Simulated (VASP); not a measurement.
# MgO (Cm) in VASP: further runs, part 2 of 2

VASP 6.6.1. Earlier steps stand in the parts before.

**5. Single point, PBEsol (atom 1 (Mg) moved by -0.530 Å along [1 1 0] and -0.318 Å along [0 0 1])**

INCAR reads:

```
SYSTEM = MgO
PREC = Accurate ; ENCUT = 520
EDIFF = 1E-6 ; ISMEAR = 0
SIGMA = 0.05 ; LREAL = .FALSE.
LASPH = .TRUE. ; NELM = 60
ALGO = Normal ; ISIF = 2
LWAVE = .FALSE. ; LCHARG = .FALSE.
GGA = PS ; NBANDS = 26
```

KPOINTS reads:

```
Automatic mesh
0
G
  6 6 6
  0 0 0
```

POSCAR reads:

```
MgO
1.0
    4.2149416169      0.0000000000      0.0000000000
    0.0000000000     -4.2149416169      0.0000000000
    0.0000000000      0.0000000000     -4.2149416169
Mg O
4 4
Direct
   -0.0889138280      0.0889138280      0.0754458849
    0.5000000000      0.5000000000      0.0000000000
    0.5000000000      0.0000000000      0.5000000000
    0.0000000000      0.5000000000      0.5000000000
    0.5000000000      0.0000000000      0.0000000000
    0.0000000000      0.5000000000      0.0000000000
    0.0000000000      0.0000000000      0.5000000000
    0.5000000000      0.5000000000      0.5000000000
```

Potentials or basis: VASP PAW PBE potentials, release 64 (Mg, O).

Command:

```console
> cat potpaw_PBE.64/Mg/POTCAR potpaw_PBE.64/O/POTCAR > POTCAR
> mpirun -np 1 vasp_std > vasp.out
```

OUTCAR:

```text
SYSTEM = MgO
   PREC = Accurate
   ENCUT = 520
   EDIFF = 1E-6
   ISMEAR = 0
   LREAL = .FALSE.
   LASPH = .TRUE.
   NELM = 60
   ISIF = 2
   GGA = PS

 ion  position               nearest neighbor table
   1  0.911  0.089  0.075-   5 1.80   6 1.80   7 1.87   2 2.47   7 2.48   3 2.52   4 2.52   5 2.53
                             6 2.53   3 3.00   4 3.00   2 3.04   2 3.04   4 3.08   3 3.08   3 3.49
   2  0.500  0.500  0.000-   5 2.11   6 2.11   8 2.11   8 2.11   5 2.11   6 2.11   1 2.47   4 2.98
                             4 2.98   3 2.98   3 2.98   3 2.98   4 2.98   3 2.98   4 2.98   1 3.04
   3  0.500  0.000  0.500-   5 2.11   7 2.11   8 2.11   5 2.11   8 2.11   7 2.11   1 2.52   4 2.98
                             2 2.98   4 2.98   2 2.98   2 2.98   4 2.98   2 2.98   4 2.98   1 3.00
   4  0.000  0.500  0.500-   6 2.11   7 2.11   8 2.11   6 2.11   7 2.11   8 2.11   1 2.52   3 2.98
                             3 2.98   2 2.98   2 2.98   3 2.98   2 2.98   2 2.98   3 2.98   1 3.00
   5  0.500  0.000  0.000-   1 1.80   2 2.11   3 2.11   3 2.11   2 2.11   1 2.53
   6  0.000  0.500  0.000-   1 1.80   2 2.11   4 2.11   4 2.11   2 2.11   1 2.53
   7  0.000  0.000  0.500-   1 1.87   3 2.11   4 2.11   4 2.11   3 2.11   1 2.48
   8  0.500  0.500  0.500-   2 2.11   3 2.11   4 2.11   2 2.11   3 2.11   4 2.11

  LATTYP: Found a simple cubic cell.
 ALAT       =     4.2149416169

  Lattice vectors:

 A1 = (   4.2149416169,   0.0000000000,   0.0000000000)
 A2 = (   0.0000000000,  -4.2149416169,   0.0000000000)
 A3 = (   0.0000000000,   0.0000000000,  -4.2149416169)

Analysis of symmetry for initial positions (statically):
=====================================================================
 Subroutine PRICEL returns:
 Original cell was already a primitive cell.

 Routine SETGRP: Setting up the symmetry group for a
 simple cubic supercell.

 Subroutine GETGRP returns: Found  2 space group operations
 (whereof  2 operations were pure point group operations)
 out of a pool of 48 trial point group operations.

The static configuration has the point symmetry C_1h.

Analysis of symmetry for dynamics (positions and initial velocities):
=====================================================================
 Subroutine PRICEL returns:
 Original cell was already a primitive cell.

 Routine SETGRP: Setting up the symmetry group for a
 simple cubic supercell.

 Subroutine GETGRP returns: Found  2 space group operations
 (whereof  2 operations were pure point group operations)
 out of a pool of 48 trial point group operations.

The dynamic configuration has the point symmetry C_1h.

 Subroutine INISYM returns: Found  2 space group operations
 (whereof  2 operations are pure point group operations),
 and found     1 'primitive' translations

----------------------------------------------------------------------------------------

                                     Primitive cell

  volume of cell :      74.8815

  direct lattice vectors                    reciprocal lattice vectors
     4.214941617  0.000000000  0.000000000     0.237251210  0.000000000  0.000000000
     0.000000000 -4.214941617  0.000000000     0.000000000 -0.237251210  0.000000000
     0.000000000  0.000000000 -4.214941617     0.000000000  0.000000000 -0.237251210

  length of vectors
     4.214941617  4.214941617  4.214941617     0.237251210  0.237251210  0.237251210

  position of ions in fractional coordinates (direct lattice)
[... 50 lines left out ...]
  0.000000  0.000000  0.166667      2.000000
  0.333333  0.000000  0.000000      4.000000
  0.000000  0.000000  0.333333      2.000000
  0.500000  0.000000  0.000000      2.000000
[... 16 lines left out ...]
  0.333333  0.000000  0.333333      4.000000
 -0.333333  0.333333  0.000000      2.000000
 [... further k-points ...]
   k-points           NKPTS =     68   k-points in BZ     NKDIM =     68   number of bands    NBANDS=     26
   number of dos      NEDOS =    301   number of ions     NIONS =      8
   total plane-waves  NPLWV =  32768
   dimension x,y,z NGX =    32 NGY =   32 NGZ =   32
   dimension x,y,z NGXF=    64 NGYF=   64 NGZF=   64
   ions per type =               4   4
   NGX,Y,Z   is equivalent  to a cutoff of  12.62, 12.62, 12.62 a.u.
   NGXF,Y,Z  is equivalent  to a cutoff of  25.24, 25.24, 25.24 a.u.
 SYSTEM =  MgO
   PREC   = accura    normal or accurate (medium, high low for compatibility)
   ISTART =      0    job   : 0-new  1-cont  2-samecut
   ICHARG =      2    charge: 1-file 2-atom 10-const
   ISPIN  =      1    spin polarized calculation?
   LNONCOLLINEAR =      F non collinear calculations
   LSORBIT =      F    spin-orbit coupling
   LASPH  =      T    aspherical Exc in radial PAW
   ENCUT  =  520.0 eV  38.22 Ry    6.18 a.u.   7.84  7.84  7.84*2*pi/ulx,y,z
   NELM   =     60;   NELMIN=  2; NELMDL= -5     # of ELM steps
   EDIFF  = 0.1E-05   stopping-criterion for ELM
   LREAL  =      F    real-space projection
   EDIFFG = 0.1E-04   stopping-criterion for IOM
   NSW    =      0    number of steps for IOM
   IBRION =     -1    ionic relax: 0-MD 1-quasi-New 2-CG
   NFREE  =      0    steps in history (QN), initial steepest desc. (CG)
   ISIF   =      2    stress and relaxation
   ISYM   =      2    0-nonsym 1-usesym 2-fastsym
   POTIM  = 0.5000    time-step for ionic-motion
   TEBEG  =    0.0;   TEEND  =   0.0 temperature during run
   PSTRESS=    0.0 pullay stress
   NELECT =      32.0000    total number of electrons
   NUPDOWN=      -1.0000    fix difference up-down
   EMIN   =  10.00;   EMAX   =-10.00  energy-range for DOS
   EFERMI =   0.00;   METHOD = LEGACY
   ISMEAR =     0;   SIGMA  =   0.05  broadening in eV -4-tet -1-fermi 0-gaus
   EFERMI_NEDOS =   21; number of points for ismear=-14 and -15
   IALGO  =     38    algorithm
   IMIX   =      4    mixing-type and parameters
     AMIX     =   0.40;   BMIX     =  1.00
     AMIX_MAG =   1.60;   BMIX_MAG =  1.00
  volume/ion in A,a.u.               =       9.36        63.17
  Fermi-wavevector in a.u.,A,eV,Ry     =   1.233105  2.330230 20.688298  1.520547
  Thomas-Fermi vector in A             =   2.367848
   LORBIT       =      0    0 simple, 1 ext, 2 COOP (PROOUT), +10 PAW based schemes
   GGA     = PS    functional components
   LHFCALC =     F    Hartree Fock is set to
   AEXX    =    0.0000 exact exchange contribution
   IVDW    =     0    specifies the selected vdW correction
   LEPSILON=     F    determine dielectric tensor
   LRPA    =     F    only Hartree local field effects (RPA)
 non-spin polarized calculation
 Gauss-broadening in eV      SIGMA  =   0.05
  energy-cutoff  :      520.00
  volume of cell :       74.88
 maximum number of plane-waves:      2040
   NGX = 15   NGY = 15   NGZ = 15

 number of electron      31.9999986 magnetization

 Free energy of the ion-electron system (eV)
  ---------------------------------------------------
  ext. energy  EPLUGINS =         0.00000000
  ---------------------------------------------------
  free energy    TOTEN  =       -48.12090664 eV

  energy without entropy =      -48.12090664  energy(sigma->0) =      -48.12090664

 E-fermi :   3.2621     XC(G=0): -11.2572

 val. band max:        3.0584566890   @ k =   0.0000   0.0000   0.0000
 cond. band min:       7.5472019172   @ k =   0.0000   0.0000   0.0000
 fundamental gap:      4.4887452281
 Fermi energy:         3.2621093975

 k-point     1 :       0.0000    0.0000    0.0000
  band No.  band energies     occupation
      1     -14.2286      2.00000
      2     -12.7324      2.00000
      3     -12.6701      2.00000
      4     -12.5997      2.00000
      5      -1.2053      2.00000
      6      -1.0608      2.00000
[... 685 lines left out ...]
     25      15.4830      0.00000
     26      16.0179      0.00000

 [... further k-points ...]
[... 5 lines left out ...]
  --------------------------------------------------------------------------------------
  -------------------------------------------------------------------------------------
  Total        5.1009665      5.1009665      3.5207049     -0.8554103     -0.5919523     -0.5919522
  in kB      109.1411097    109.1411097     75.3295744    -18.3024977    -12.6655085    -12.6655055
  external PRESSURE =      97.8705979 kB  Pullay stress =       0.0000000 kB

 VOLUME and BASIS-vectors are now :
 -----------------------------------------------------------------------------
  energy-cutoff  :      520.00
  volume of cell :       74.88
      direct lattice vectors                 reciprocal lattice vectors
     4.214941617  0.000000000  0.000000000     0.237251210  0.000000000  0.000000000
     0.000000000 -4.214941617  0.000000000     0.000000000 -0.237251210  0.000000000
     0.000000000  0.000000000 -4.214941617     0.000000000  0.000000000 -0.237251210

 POSITION                                       TOTAL-FORCE (eV/Angst)
 -----------------------------------------------------------------------------------
      3.84018     -0.37477     -0.31800         4.057186      4.057186      2.715677
      2.10747     -2.10747      0.00000        -1.250708     -1.250708      0.374732
      2.10747      0.00000     -2.10747        -1.129538      0.402820     -1.032025
      0.00000     -2.10747     -2.10747         0.402820     -1.129538     -1.032025
      2.10747      0.00000      0.00000        -1.798042     -0.136959     -0.104813
      0.00000     -2.10747      0.00000        -0.136959     -1.798042     -0.104813
      0.00000      0.00000     -2.10747        -0.317711     -0.317711     -0.976879
      2.10747     -2.10747     -2.10747         0.172953      0.172953      0.160145
 -----------------------------------------------------------------------------------
    total drift:                               -0.000139     -0.000139     -0.000018

  FREE ENERGIE OF THE ION-ELECTRON SYSTEM (eV)
  ---------------------------------------------------
  free  energy   TOTEN  =       -48.1209066440 eV

  energy  without entropy=      -48.1209066440  energy(sigma->0) =      -48.12090664
```

It took 53 s on 1 thread of AMD EPYC 9R45 (Zen 5), shared host; peak memory 0.21 GiB.

What came out:

```
Free energy            : -48.1209 eV
Pressure               : 9.8 GPa
Largest force          : 6.348 eV/Å
Band gap on the k mesh : 4.49 eV, direct
```

Forces on the atoms (eV/Å):
```
Mg   4.057  4.057  2.716
Mg  -1.251 -1.251  0.375
Mg  -1.130  0.403 -1.032
Mg   0.403 -1.130 -1.032
O   -1.798 -0.137 -0.105
O   -0.137 -1.798 -0.105
O   -0.318 -0.318 -0.977
O    0.173  0.173  0.160
```

Stress tensor (GPa, compression positive):
```
10.91 -1.83 -1.27
-1.83 10.91 -1.27
-1.27 -1.27  7.53
```

Caveat: the cell differs from its parent crystal (atom 1 (Mg) moved by -0.530 Å along [1 1 0] and -0.318 Å along [0 0 1]); the PAW data sets were made with another functional, which shifts forces and pressure a little.
